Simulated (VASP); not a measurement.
# F (C2/m) in VASP: notebook

The runs below take F through single point, with PBEsol.

Program: VASP 6.6.1. These are calculated values, not measurements. Logs are shortened: lines on timing, memory, paths and dates and some standing lists are left out, and cuts for length are marked.

**1. The cell of the first run**

Symmetry: C2/m, No. 12, monoclinic system. The conventional cell has a = 5.959 Å, b = 3.641 Å, c = 7.602 Å, α = 90.00°, β = 111.23°, γ = 90.00°. F (site symmetry m) has 1 F at 1.42 Å within 1.9 Å. F (site symmetry m) has 1 F at 1.42 Å within 1.9 Å.

**2. Single point, PBEsol**

INCAR reads:

```
SYSTEM = F
PREC = Accurate
ENCUT = 520
EDIFF = 1E-6
ISMEAR = 0
SIGMA = 0.05
LREAL = .False.
LASPH = .True.
NELM = 80
ALGO = Normal
ISIF = 2
LWAVE = .False.
LCHARG = .False.
GGA = PS
NBANDS = 22
```

KPOINTS reads:

```
Automatic mesh
0
Gamma
  4 4 2
  0 0 0
```

POSCAR reads:

```
F
1.0
    2.9707572489     -1.8204456838     -0.2291304273
    2.9707572489      1.8204456838     -0.2291304273
   -2.1999449804      0.0000000000      7.2763689445
F
4
Direct
    0.0848459664      0.0848459664      0.0940038325
    0.9151540336      0.9151540336      0.9059961675
    0.5015719855      0.5015719855      0.5937195244
    0.4984280145      0.4984280145      0.4062804756
```

Potentials or basis: VASP PAW PBE potentials, release 64 (F).

Started as:

```sh
$ cat potpaw_PBE.64/F/POTCAR > POTCAR
$ mpirun -np 1 vasp_std > vasp.out
```

OUTCAR:

```text
SYSTEM = F
   PREC = Accurate
   ENCUT = 520
   EDIFF = 1E-6
   ISMEAR = 0
   LREAL = .False.
   LASPH = .True.
   NELM = 80
   ISIF = 2
   GGA = PS

 ion  position               nearest neighbor table
   1  0.085  0.085  0.094-   2 1.42
   2  0.915  0.915  0.906-   1 1.42
   3  0.502  0.502  0.594-   4 1.42
   4  0.498  0.498  0.406-   3 1.42

  LATTYP: Found a base centered monoclinic cell.
 ALAT       =     5.9591608082
 B/A-ratio  =     0.6109738409
 C/A-ratio  =     1.2756266745
 COS(beta)  =    -0.3621555463

  Lattice vectors:

 A1 = (   2.9707572489,  -1.8204456838,  -0.2291304273)
 A2 = (   2.9707572489,   1.8204456838,  -0.2291304273)
 A3 = (  -2.1999449804,   0.0000000000,   7.2763689445)

Analysis of symmetry for initial positions (statically):
=====================================================================
 Subroutine PRICEL returns:
 Original cell was already a primitive cell.

 Routine SETGRP: Setting up the symmetry group for a
 base centered monoclinic supercell.

 Subroutine GETGRP returns: Found  4 space group operations
 (whereof  4 operations were pure point group operations)
 out of a pool of  4 trial point group operations.

The static configuration has the point symmetry C_2h.

Analysis of symmetry for dynamics (positions and initial velocities):
=====================================================================
 Subroutine PRICEL returns:
 Original cell was already a primitive cell.

 Routine SETGRP: Setting up the symmetry group for a
 base centered monoclinic supercell.

 Subroutine GETGRP returns: Found  4 space group operations
 (whereof  4 operations were pure point group operations)
 out of a pool of  4 trial point group operations.

The dynamic configuration has the point symmetry C_2h.

 Subroutine INISYM returns: Found  4 space group operations
 (whereof  4 operations are pure point group operations),
 and found     1 'primitive' translations

----------------------------------------------------------------------------------------

                                     Primitive cell

  volume of cell :      76.8674

[... 75 lines left out ...]
   ISPIN  =      1    spin polarized calculation?
   LNONCOLLINEAR =      F non collinear calculations
   LSORBIT =      F    spin-orbit coupling
   LASPH  =      T    aspherical Exc in radial PAW
   ENCUT  =  520.0 eV  38.22 Ry    6.18 a.u.   6.49  6.49 14.13*2*pi/ulx,y,z
   NELM   =     80;   NELMIN=  2; NELMDL= -5     # of ELM steps
   EDIFF  = 0.1E-05   stopping-criterion for ELM
   LREAL  =      F    real-space projection
   EDIFFG = 0.1E-04   stopping-criterion for IOM
   NSW    =      0    number of steps for IOM
   IBRION =     -1    ionic relax: 0-MD 1-quasi-New 2-CG
   NFREE  =      0    steps in history (QN), initial steepest desc. (CG)
   ISIF   =      2    stress and relaxation
   ISYM   =      2    0-nonsym 1-usesym 2-fastsym
   POTIM  = 0.5000    time-step for ionic-motion
   TEBEG  =    0.0;   TEEND  =   0.0 temperature during run
   PSTRESS=    0.0 pullay stress
   NELECT =      28.0000    total number of electrons
   NUPDOWN=      -1.0000    fix difference up-down
   EMIN   =  10.00;   EMAX   =-10.00  energy-range for DOS
   EFERMI =   0.00;   METHOD = LEGACY
   ISMEAR =     0;   SIGMA  =   0.05  broadening in eV -4-tet -1-fermi 0-gaus
   EFERMI_NEDOS =   21; number of points for ismear=-14 and -15
   IALGO  =     38    algorithm
   IMIX   =      4    mixing-type and parameters
     AMIX     =   0.40;   BMIX     =  1.00
     AMIX_MAG =   1.60;   BMIX_MAG =  1.00
  volume/ion in A,a.u.               =      19.22       129.68
  Fermi-wavevector in a.u.,A,eV,Ry     =   1.169177  2.209423 18.598807  1.366974
  Thomas-Fermi vector in A             =   2.305653
   LORBIT       =      0    0 simple, 1 ext, 2 COOP (PROOUT), +10 PAW based schemes
   GGA     = PS    functional components
   LHFCALC =     F    Hartree Fock is set to
   AEXX    =    0.0000 exact exchange contribution
   IVDW    =     0    specifies the selected vdW correction
   LEPSILON=     F    determine dielectric tensor
   LRPA    =     F    only Hartree local field effects (RPA)
 non-spin polarized calculation
 Gauss-broadening in eV      SIGMA  =   0.05
  energy-cutoff  :      520.00
  volume of cell :       76.87
 maximum number of plane-waves:      2088
 NGX is ok and might be reduce to    28
   NGX = 13   NGY = 13   NGZ = 29

 number of electron      28.0000012 magnetization

 Free energy of the ion-electron system (eV)
  ---------------------------------------------------
  ext. energy  EPLUGINS =         0.00000000
  ---------------------------------------------------
  free energy    TOTEN  =        -7.79697505 eV

  energy without entropy =       -7.79697505  energy(sigma->0) =       -7.79697505

 E-fermi :  -5.6384     XC(G=0):  -6.7730

 val. band max:       -5.8741012405   @ k =   0.5000   0.5000   0.0000
 cond. band min:      -3.0954627407   @ k =   0.0000   0.0000   0.0000
 fundamental gap:      2.7786384998
 Fermi energy:        -5.6383566849

 k-point     1 :       0.0000    0.0000    0.0000
  band No.  band energies     occupation
      1     -30.6618      2.00000
      2     -30.4903      2.00000
      3     -24.4000      2.00000
      4     -24.1439      2.00000
      5     -12.3986      2.00000
      6     -11.7950      2.00000
[... 339 lines left out ...]
     21       9.2154      0.00000
     22       9.2924      0.00000

------------------------ aborting loop because EDIFF is reached ----------------------------------------

  FORCE on cell =-STRESS in cart. coord.  units (eV):
  Direction    XX          YY          ZZ          XY          YZ          ZX
  --------------------------------------------------------------------------------------
  -------------------------------------------------------------------------------------
  Total       -0.3245172     -0.2531374     -0.9027743      0.0000000      0.0000000     -0.0528998
  in kB       -6.7640387     -5.2762419    -18.8168747      0.0000000      0.0000000     -1.1026116
  external PRESSURE =     -10.2857184 kB  Pullay stress =       0.0000000 kB

 VOLUME and BASIS-vectors are now :
 -----------------------------------------------------------------------------
  energy-cutoff  :      520.00
  volume of cell :       76.87
      direct lattice vectors                 reciprocal lattice vectors
     2.970757249 -1.820445684 -0.229130427     0.172325746 -0.274658016  0.052101146
     2.970757249  1.820445684 -0.229130427     0.172325746  0.274658016  0.052101146
    -2.199944980  0.000000000  7.276368944     0.010852960  0.000000000  0.140712479

 POSITION                                       TOTAL-FORCE (eV/Angst)
 -----------------------------------------------------------------------------------
      0.29731      0.00000      0.64512        -0.108057      0.000000     -0.218828
      3.44426      0.00000      6.17298         0.108057      0.000000      0.218828
      1.67395      0.00000      4.09027         0.069178      0.000000     -0.246367
      2.06762      0.00000      2.72784        -0.069178      0.000000      0.246367
 -----------------------------------------------------------------------------------
    total drift:                                0.000000      0.000000     -0.000000

  FREE ENERGIE OF THE ION-ELECTRON SYSTEM (eV)
  ---------------------------------------------------
  free  energy   TOTEN  =        -7.7969750467 eV

  energy  without entropy=       -7.7969750467  energy(sigma->0) =       -7.79697505
```

OSZICAR:

```text
N       E                     dE             d eps       ncg     rms          rms(c)
DAV:   1     0.183109972655E+03    0.18311E+03   -0.15161E+04   616   0.116E+03
DAV:   2     0.163264556592E+00   -0.18295E+03   -0.17756E+03   890   0.278E+02
DAV:   3    -0.947625505257E+01   -0.96395E+01   -0.95915E+01   700   0.633E+01
DAV:   4    -0.953880055983E+01   -0.62546E-01   -0.62542E-01   670   0.596E+00
DAV:   5    -0.953916122717E+01   -0.36067E-03   -0.36067E-03   706   0.445E-01    0.111E+01
DAV:   6    -0.824821583901E+01    0.12909E+01   -0.44620E-01   628   0.670E+00    0.631E+00
DAV:   7    -0.779879445265E+01    0.44942E+00   -0.60773E-01   622   0.738E+00    0.683E-01
DAV:   8    -0.779678770071E+01    0.20068E-02   -0.78395E-02   658   0.199E+00    0.118E-01
DAV:   9    -0.779687414696E+01   -0.86446E-04   -0.98139E-04   700   0.240E-01    0.689E-02
DAV:  10    -0.779697244835E+01   -0.98301E-04   -0.25593E-04   652   0.132E-01    0.256E-02
DAV:  11    -0.779697542160E+01   -0.29732E-05   -0.29991E-05   694   0.549E-02    0.655E-03
DAV:  12    -0.779697504668E+01    0.37492E-06   -0.39815E-06   676   0.182E-02
   1 F= -.77969750E+01 E0= -.77969750E+01  d E =-.195444E-12
```

stdout:

```text
POSCAR found type information on POSCAR F
 POSCAR found :  1 types and       4 ions
 scaLAPACK will be used
 -----------------------------------------------------------------------------
|                                                                             |
|                                                                             |
|     You enforced a specific xc type in the INCAR file but a different       |
|     I HOPE YOU KNOW WHAT YOU ARE DOING!                                     |
|                                                                             |
 -----------------------------------------------------------------------------

 LDA part: xc-table for (Slater+PW92), standard interpolation
 POSCAR, INCAR and KPOINTS ok, starting setup
 FFT: planning ... GRIDC
 FFT: planning ... GRID_SOFT
 FFT: planning ... GRID
 WAVECAR not read
 entering main loop
```

It took 47 s on 1 thread of AMD EPYC 7R13, shared host; peak memory 0.19 GiB.

What came out:

```
Free energy            : -7.7970 eV
Pressure               : -1.0 GPa
Largest force          : 0.256 eV/Å
Band gap on the k mesh : 2.78 eV, indirect (least direct gap 2.85 eV)
```

Forces on the atoms (eV/Å):
```
F   -0.108  0.000 -0.219
F    0.108  0.000  0.219
F    0.069  0.000 -0.246
F   -0.069  0.000  0.246
```

Stress tensor (GPa, compression positive):
```
-0.68  0.00 -0.11
 0.00 -0.53  0.00
-0.11  0.00 -1.88
```

Levels at points of the mesh, in eV from the valence-band top:
```
           k point  band 12  band 13  band 14  band 15  band 16  band 17
(0.00, 0.00, 0.00)    -0.17    -0.08    -0.07     2.78     3.57     8.71
(0.50, 0.00, 0.00)    -0.26    -0.26    -0.14     3.20     3.30    12.56
(0.50, 0.50, 0.00)    -0.29    -0.19     0.00     3.14     3.31    13.01
(0.00, 0.00, 0.50)    -0.17    -0.12    -0.07     3.11     3.21     9.51
(0.50, 0.00, 0.50)    -0.29    -0.18    -0.05     3.01     3.45    12.46
(0.50, 0.50, 0.50)    -0.24    -0.19    -0.09     3.20     3.30    12.77
```

Caveat: the k points lie up to 0.52 Å⁻¹ apart; the PAW data sets were made with another functional, which shifts forces and pressure a little.

**3. Single point, PBEsol**

This run uses another cell than the first one, of 19.68 Å³/atom, 1.024 times its volume.

INCAR reads:

```
PREC = Accurate
ENCUT = 520
EDIFF = 1E-6
ISMEAR = 0
SIGMA = 0.05
LREAL = False
LASPH = True
NELM = 60
ALGO = Normal
ISIF = 2
LWAVE = False
LCHARG = False
GGA = PS
NBANDS = 22
```

KPOINTS reads:

```
Automatic mesh
0
Gamma
  4 4 2
```

POSCAR reads:

```
F
1.0
    3.1587493156     -1.7865001875     -0.2436299973
    3.1587493156      1.7865001875     -0.2436299973
   -2.3838007709      0.0000000000      7.1580324205
F
4
Direct
    0.0848459664      0.0848459664      0.0940038325
    0.9151540336      0.9151540336      0.9059961675
    0.5015719855      0.5015719855      0.5937195244
    0.4984280145      0.4984280145      0.4062804756
```

Potentials or basis: VASP PAW PBE potentials, release 64 (F).

Started as:

```sh
$ cat potpaw_PBE.64/F/POTCAR > POTCAR
$ mpirun -np 1 vasp_std > vasp.out
```

It took 40 s on 1 thread of AMD EPYC 7R13, shared host; peak memory 0.18 GiB.

The run converged. Its results:

```
Free energy            : -7.7988 eV
Pressure               : -0.2 GPa
Largest force          : 0.174 eV/Å
Band gap on the k mesh : 2.95 eV, indirect (least direct gap 3.04 eV)
```

Forces on the atoms (eV/Å):
```
F    0.079  0.000  0.155
F   -0.079  0.000 -0.155
F   -0.047  0.000  0.162
F    0.047  0.000 -0.162
```

Stress tensor (GPa, compression positive):
```
-0.40  0.00  0.04
 0.00 -0.52  0.00
 0.04  0.00  0.33
```

Levels at points of the mesh, in eV from the valence-band top:
```
           k point  band 10  band 11  band 12  band 13  band 14  band 15  band 16  band 17  band 18  band 19
(0.00, 0.00, 0.00)    -3.44    -0.33    -0.17    -0.11    -0.08     2.95     3.67     8.59    11.06    11.98
(0.50, 0.00, 0.00)    -3.53    -0.35    -0.28    -0.28    -0.17     3.34     3.42    12.44    12.58    14.08
(0.50, 0.50, 0.00)    -3.48    -0.32    -0.26    -0.17     0.00     3.29     3.41    12.72    12.85    13.06
(0.00, 0.00, 0.50)    -3.44    -0.29    -0.17    -0.16    -0.09     3.25     3.33     9.43     9.45    14.64
(0.50, 0.00, 0.50)    -3.50    -0.46    -0.32    -0.19    -0.06     3.18     3.56    12.35    13.15    13.40
(0.50, 0.50, 0.50)    -3.54    -0.34    -0.23    -0.17    -0.09     3.33     3.42    12.30    12.42    14.46
```

Caveat: the k points lie up to 0.52 Å⁻¹ apart; the PAW data sets were made with another functional, which shifts forces and pressure a little. A k mesh can miss the band edges.
